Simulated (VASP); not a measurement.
# NaF (R3m) in VASP: single point with PBEsol

Aim: the single point of NaF with PBEsol.

All numbers are computed with VASP 6.6.1; they aren't measurements. Logs are shortened: lines on timing, memory, paths and dates and some standing lists are left out, and cuts for length are marked.

**1. The cell of the first run**

Symmetry: R3m, No. 160, trigonal system. Conventional cell: a = 9.842 Å, b = 9.842 Å, c = 3.074 Å, α = 90.00°, β = 90.00°, γ = 120.00°. Na (site symmetry m) has 5 F at 2.21 to 2.36 Å within 2.9 Å. Within 2.9 Å of F (site symmetry m) lie 5 Na at 2.21 to 2.36 Å.

**2. Single point, PBEsol**

INCAR

```
SYSTEM = NaF
ALGO     = Normal         ! electronic algorithm
EDIFF    = 1E-6           ! SCF threshold, eV
ENCUT    = 600            ! plane-wave cutoff, eV
GGA      = PS             ! functional
GGA_COMPAT= .FALSE.      
ISIF     = 2              ! what is computed and relaxed
ISMEAR   = 0              ! smearing method
LASPH    = .TRUE.         ! aspherical terms in the spheres
LCHARG   = .FALSE.        ! write CHGCAR
LREAL    = .FALSE.        ! projectors in reciprocal space
LWAVE    = .FALSE.        ! write WAVECAR
NBANDS   = 30             ! bands
NELM     = 120            ! most SCF steps
PREC     = Accurate       ! precision mode
SIGMA    = 0.02           ! smearing width, eV
```

KPOINTS

```
k-points
0
G
  12 12 12
  0 0 0
```

POSCAR

```
NaF
1.0
    4.9212192030      2.8412672149      1.0248192462
   -4.9212192030      2.8412672149      1.0248192462
    0.0000000000     -5.6825344799      1.0248191076
Na F
3 3
Direct
    0.3501670000      0.3501670000      0.0397200000
    0.3501670000      0.0397200000      0.3501670000
    0.0397200000      0.3501670000      0.3501670000
    0.6495350000      0.6495350000      0.9608760000
    0.6495350000      0.9608760000      0.6495350000
    0.9608760000      0.6495350000      0.6495350000
```

Potentials or basis: VASP PAW PBE potentials, release 64 (Na_pv, F).

The run is started by

```
$ cat potpaw_PBE.64/Na_pv/POTCAR potpaw_PBE.64/F/POTCAR > POTCAR
$ mpirun -np 1 vasp_std > vasp.out
```

OUTCAR:

```text
SYSTEM = NaF
   EDIFF = 1E-6
   ENCUT = 600
   GGA = PS
   ISIF = 2
   ISMEAR = 0
   LASPH = .TRUE.
   LREAL = .FALSE.
   NELM = 120
   PREC = Accurate

 ion  position               nearest neighbor table
   1  0.350  0.350  0.040-   4 2.21   6 2.33   5 2.33
   2  0.350  0.040  0.350-   5 2.21   4 2.33   6 2.33
   3  0.040  0.350  0.350-   6 2.21   4 2.33   5 2.33
   4  0.650  0.650  0.961-   1 2.21   3 2.33   2 2.33
   5  0.650  0.961  0.650-   2 2.21   1 2.33   3 2.33
   6  0.961  0.650  0.650-   3 2.21   1 2.33   2 2.33

  LATTYP: Found a trigonal (rhomboedric) cell.
 ALAT       =     5.7742057738
 COS(alpha) =    -0.4527500610

  Lattice vectors:

 A1 = (   4.9212192030,   2.8412672149,   1.0248192462)
 A2 = (  -4.9212192030,   2.8412672149,   1.0248192462)
 A3 = (   0.0000000000,  -5.6825344799,   1.0248191076)

Analysis of symmetry for initial positions (statically):
=====================================================================
 Subroutine PRICEL returns:
 Original cell was already a primitive cell.

 Routine SETGRP: Setting up the symmetry group for a
 trigonal (rhombohedral) supercell.

 Subroutine GETGRP returns: Found  6 space group operations
 (whereof  6 operations were pure point group operations)
 out of a pool of 12 trial point group operations.

The static configuration has the point symmetry C_3v.

Analysis of symmetry for dynamics (positions and initial velocities):
=====================================================================
 Subroutine PRICEL returns:
 Original cell was already a primitive cell.

 Routine SETGRP: Setting up the symmetry group for a
 trigonal (rhombohedral) supercell.

 Subroutine GETGRP returns: Found  6 space group operations
 (whereof  6 operations were pure point group operations)
 out of a pool of 12 trial point group operations.

The dynamic configuration has the point symmetry C_3v.

 Subroutine INISYM returns: Found  6 space group operations
 (whereof  6 operations are pure point group operations),
 and found     1 'primitive' translations

----------------------------------------------------------------------------------------

                                     Primitive cell

  volume of cell :      85.9772

  direct lattice vectors                    reciprocal lattice vectors
     4.921219203  2.841267215  1.024819246     0.101600839  0.058659266  0.325260626
    -4.921219203  2.841267215  1.024819246    -0.101600839  0.058659266  0.325260626
     0.000000000 -5.682534480  1.024819108     0.000000000 -0.117318549  0.325260623

  length of vectors
     5.774205774  5.774205774  5.774205774     0.345771767  0.345771767  0.345771767

  position of ions in fractional coordinates (direct lattice)
     0.350167000  0.350167000  0.039720000
     0.350167000  0.039720000  0.350167000
     0.039720000  0.350167000  0.350167000
     0.649535000  0.649535000  0.960876000
     0.649535000  0.960876000  0.649535000
     0.960876000  0.649535000  0.649535000

  ion indices of the primitive-cell ions
   primitive index   ion index
                 1           1
                 2           2
                 3           3
                 4           4
                 5           5
                 6           6

----------------------------------------------------------------------------------------

 KPOINTS: k-points

Automatic generation of k-mesh.
 Grid dimensions read from file:
 generate k-points for:   12   12   12

 Generating k-lattice:

  Cartesian coordinates                     Fractional coordinates (reciprocal lattice)
     0.008466737  0.004888272  0.027105052     0.083333333 -0.000000000 -0.000000000
    -0.008466737  0.004888272  0.027105052    -0.000000000  0.083333333 -0.000000000
     0.000000000 -0.009776546  0.027105052     0.000000000  0.000000000  0.083333333

  Length of vectors
     0.028814314  0.028814314  0.028814314

  Shift w.r.t. Gamma in fractional coordinates (k-lattice)
     0.000000000  0.000000000  0.000000000

 Subroutine IBZKPT returns following result:
 ===========================================

 Found    189 irreducible k-points:

 Following reciprocal coordinates:
            Coordinates               Weight
  0.000000  0.000000  0.000000      1.000000
  0.083333  0.000000 -0.000000      6.000000
  0.166667  0.000000  0.000000      6.000000
  0.250000  0.000000  0.000000      6.000000
  0.333333  0.000000  0.000000      6.000000
  0.416667  0.000000  0.000000      6.000000
[... 16 lines left out ...]
  0.500000  0.166667  0.000000     12.000000
 -0.416667  0.166667  0.000000     12.000000
 [... further k-points ...]
   k-points           NKPTS =    189   k-points in BZ     NKDIM =    189   number of bands    NBANDS=     30
   number of dos      NEDOS =    301   number of ions     NIONS =      6
   total plane-waves  NPLWV = 110592
   dimension x,y,z NGX =    48 NGY =   48 NGZ =   48
   dimension x,y,z NGXF=    96 NGYF=   96 NGZF=   96
   ions per type =               3   3
   NGX,Y,Z   is equivalent  to a cutoff of  13.82, 13.82, 13.82 a.u.
   NGXF,Y,Z  is equivalent  to a cutoff of  27.64, 27.64, 27.64 a.u.
 SYSTEM =  NaF
   PREC   = accura    normal or accurate (medium, high low for compatibility)
   ISTART =      0    job   : 0-new  1-cont  2-samecut
   ICHARG =      2    charge: 1-file 2-atom 10-const
   ISPIN  =      1    spin polarized calculation?
   LNONCOLLINEAR =      F non collinear calculations
   LSORBIT =      F    spin-orbit coupling
   LASPH  =      T    aspherical Exc in radial PAW
   ENCUT  =  600.0 eV  44.10 Ry    6.64 a.u.  11.53 11.53 11.53*2*pi/ulx,y,z
   NELM   =    120;   NELMIN=  2; NELMDL= -5     # of ELM steps
   EDIFF  = 0.1E-05   stopping-criterion for ELM
   LREAL  =      F    real-space projection
   EDIFFG = 0.1E-04   stopping-criterion for IOM
   NSW    =      0    number of steps for IOM
   IBRION =     -1    ionic relax: 0-MD 1-quasi-New 2-CG
   NFREE  =      0    steps in history (QN), initial steepest desc. (CG)
   ISIF   =      2    stress and relaxation
   ISYM   =      2    0-nonsym 1-usesym 2-fastsym
   POTIM  = 0.5000    time-step for ionic-motion
   TEBEG  =    0.0;   TEEND  =   0.0 temperature during run
   PSTRESS=    0.0 pullay stress
   NELECT =      42.0000    total number of electrons
   NUPDOWN=      -1.0000    fix difference up-down
   EMIN   =  10.00;   EMAX   =-10.00  energy-range for DOS
   EFERMI =   0.00;   METHOD = LEGACY
   ISMEAR =     0;   SIGMA  =   0.02  broadening in eV -4-tet -1-fermi 0-gaus
   EFERMI_NEDOS =   21; number of points for ismear=-14 and -15
   IALGO  =     38    algorithm
   IMIX   =      4    mixing-type and parameters
     AMIX     =   0.40;   BMIX     =  1.00
     AMIX_MAG =   1.60;   BMIX_MAG =  1.00
  volume/ion in A,a.u.               =      14.33        96.70
  Fermi-wavevector in a.u.,A,eV,Ry     =   1.289328  2.436477 22.617880  1.662367
  Thomas-Fermi vector in A             =   2.421228
   LORBIT       =      0    0 simple, 1 ext, 2 COOP (PROOUT), +10 PAW based schemes
   GGA     = PS    functional components
   LHFCALC =     F    Hartree Fock is set to
   AEXX    =    0.0000 exact exchange contribution
   IVDW    =     0    specifies the selected vdW correction
   LEPSILON=     F    determine dielectric tensor
   LRPA    =     F    only Hartree local field effects (RPA)
 non-spin polarized calculation
 Gauss-broadening in eV      SIGMA  =   0.02
  energy-cutoff  :      600.00
  volume of cell :       85.98
 maximum number of plane-waves:      2893
 NGX is ok and might be reduce to    48
   NGX = 23   NGY = 23   NGZ = 23

 number of electron      42.0000004 magnetization

 Free energy of the ion-electron system (eV)
  ---------------------------------------------------
  ext. energy  EPLUGINS =         0.00000000
  ---------------------------------------------------
  free energy    TOTEN  =       -25.68675123 eV

  energy without entropy =      -25.68675123  energy(sigma->0) =      -25.68675123

 E-fermi :  -2.4216     XC(G=0):  -8.5456

 val. band max:       -2.5718642096   @ k =   0.5000   0.5000  -0.0000
 cond. band min:       2.7985862596   @ k =   0.0000   0.0000   0.0000
 fundamental gap:      5.3704504693
 Fermi energy:        -2.4216192167

 k-point     1 :       0.0000    0.0000    0.0000
  band No.  band energies     occupation
      1     -22.3853      2.00000
      2     -22.3853      2.00000
      3     -21.9896      2.00000
      4     -21.9036      2.00000
      5     -21.8744      2.00000
      6     -21.8744      2.00000
[... 22 lines left out ...]
     29      14.5050      0.00000
     30      16.3772      0.00000

 k-point     2 :       0.0833    0.0000   -0.0000
  band No.  band energies     occupation
      1     -22.3719      2.00000
      2     -22.3680      2.00000
      3     -21.9882      2.00000
      4     -21.9408      2.00000
      5     -21.9013      2.00000
      6     -21.8762      2.00000
[... 22 lines left out ...]
     29      14.2924      0.00000
     30      16.0207      0.00000

 k-point     3 :       0.1667    0.0000    0.0000
  band No.  band energies     occupation
      1     -22.3365      2.00000
      2     -22.3189      2.00000
      3     -22.0782      2.00000
      4     -21.9779      2.00000
      5     -21.8960      2.00000
      6     -21.8891      2.00000
[... 22 lines left out ...]
     29      13.6444      0.00000
     30      14.6698      0.00000

 k-point     4 :       0.2500    0.0000    0.0000
  band No.  band energies     occupation
      1     -22.3004      2.00000
      2     -22.2475      2.00000
      3     -22.1874      2.00000
      4     -21.9681      2.00000
      5     -21.9186      2.00000
      6     -21.9140      2.00000
[... 22 lines left out ...]
     29      12.7262      0.00000
     30      13.6485      0.00000

 k-point     5 :       0.3333    0.0000    0.0000
  band No.  band energies     occupation
      1     -22.3317      2.00000
      2     -22.2034      2.00000
      3     -22.1708      2.00000
      4     -21.9612      2.00000
      5     -21.9399      2.00000
      6     -21.9366      2.00000
[... 22 lines left out ...]
     29      12.1716      0.00000
     30      13.6545      0.00000
[... 526 lines left out ...]
     29      12.2432      0.00000
     30      13.4234      0.00000

 k-point    22 :       0.4167    0.1667    0.0000
  band No.  band energies     occupation
      1     -22.4050      2.00000
      2     -22.1564      2.00000
      3     -22.1127      2.00000
      4     -21.9671      2.00000
      5     -21.9342      2.00000
      6     -21.9220      2.00000
[... 22 lines left out ...]
     29      12.4478      0.00000
     30      13.4808      0.00000

 k-point    23 :       0.5000    0.1667    0.0000
  band No.  band energies     occupation
      1     -22.3763      2.00000
      2     -22.1741      2.00000
      3     -22.1513      2.00000
      4     -21.9553      2.00000
      5     -21.9346      2.00000
      6     -21.9247      2.00000
[... 22 lines left out ...]
     29      12.5682      0.00000
     30      13.8125      0.00000

 k-point    24 :      -0.4167    0.1667    0.0000
  band No.  band energies     occupation
      1     -22.3458      2.00000
      2     -22.2269      2.00000
      3     -22.1729      2.00000
      4     -21.9470      2.00000
      5     -21.9203      2.00000
      6     -21.9124      2.00000
[... 22 lines left out ...]
     29      12.9735      0.00000
     30      13.8035      0.00000

 [... further k-points ...]
[... 5 lines left out ...]
  --------------------------------------------------------------------------------------
  -------------------------------------------------------------------------------------
  Total       -0.9349989     -0.9349989     -1.0280910      0.0000000      0.0000000      0.0000000
  in kB      -17.4236207    -17.4236207    -19.1583836      0.0000000      0.0000000      0.0000000
  external PRESSURE =     -18.0018750 kB  Pullay stress =       0.0000000 kB

 VOLUME and BASIS-vectors are now :
 -----------------------------------------------------------------------------
  energy-cutoff  :      600.00
  volume of cell :       85.98
      direct lattice vectors                 reciprocal lattice vectors
     4.921219203  2.841267215  1.024819246     0.101600839  0.058659266  0.325260626
    -4.921219203  2.841267215  1.024819246    -0.101600839  0.058659266  0.325260626
     0.000000000 -5.682534480  1.024819108     0.000000000 -0.117318549  0.325260623

 POSITION                                       TOTAL-FORCE (eV/Angst)
 -----------------------------------------------------------------------------------
      0.00000      1.76413      0.75842         0.000000     -0.015790      0.000600
      1.52778     -0.88206      0.75842        -0.013674      0.007895      0.000600
     -1.52778     -0.88206      0.75842         0.013674      0.007895      0.000600
      0.00000     -1.76921      2.31604         0.000000      0.037834     -0.000600
     -1.53218      0.88460      2.31604         0.032765     -0.018917     -0.000600
      1.53218      0.88460      2.31604        -0.032765     -0.018917     -0.000600
 -----------------------------------------------------------------------------------
    total drift:                                0.000000      0.000000      0.000592

  FREE ENERGIE OF THE ION-ELECTRON SYSTEM (eV)
  ---------------------------------------------------
  free  energy   TOTEN  =       -25.6867512251 eV

  energy  without entropy=      -25.6867512251  energy(sigma->0) =      -25.68675123
```

Run time: 24 min. Hardware: 1 thread of Intel Xeon 8259CL, shared host; peak memory 0.59 GiB.

What came out:

| Item | Value |
| --- | --- |
| Free energy | -25.6868 eV |
| Pressure | -1.8 GPa |
| Largest force | 0.038 eV/Å |
| Band gap on the k mesh | 5.37 eV |

Forces in eV/Å, atoms in the order of the input:
```
Na   0.000 -0.016  0.001
Na  -0.014  0.008  0.001
Na   0.014  0.008  0.001
F    0.000  0.038 -0.001
F    0.033 -0.019 -0.001
F   -0.033 -0.019 -0.001
```

Stress tensor (GPa, compression positive):
```
-1.74  0.00  0.00
 0.00 -1.74  0.00
 0.00  0.00 -1.92
```

Levels at points of the mesh, in eV from the valence-band top:
```csv
k point,band 17,band 18,band 19,band 20,band 21,band 22,band 23,band 24,band 25,band 26
"(0.00, 0.00, 0.00)",-0.20,-0.20,-0.05,0.00,0.00,5.37,10.22,10.57,11.84,11.84
"(0.50, 0.00, 0.00)",-0.74,-0.54,-0.44,-0.22,-0.11,9.85,10.41,11.01,11.66,12.30
"(0.50, 0.50, 0.00)",-0.32,-0.29,-0.06,-0.01,0.00,7.36,7.60,9.71,11.01,13.42
"(0.50, 0.50, 0.50)",-0.64,-0.64,-0.28,-0.28,-0.23,10.81,10.88,10.88,11.28,11.28
```

Caveat: the PAW data sets were made with another functional, which shifts forces and pressure a little. A k mesh can miss the band edges.
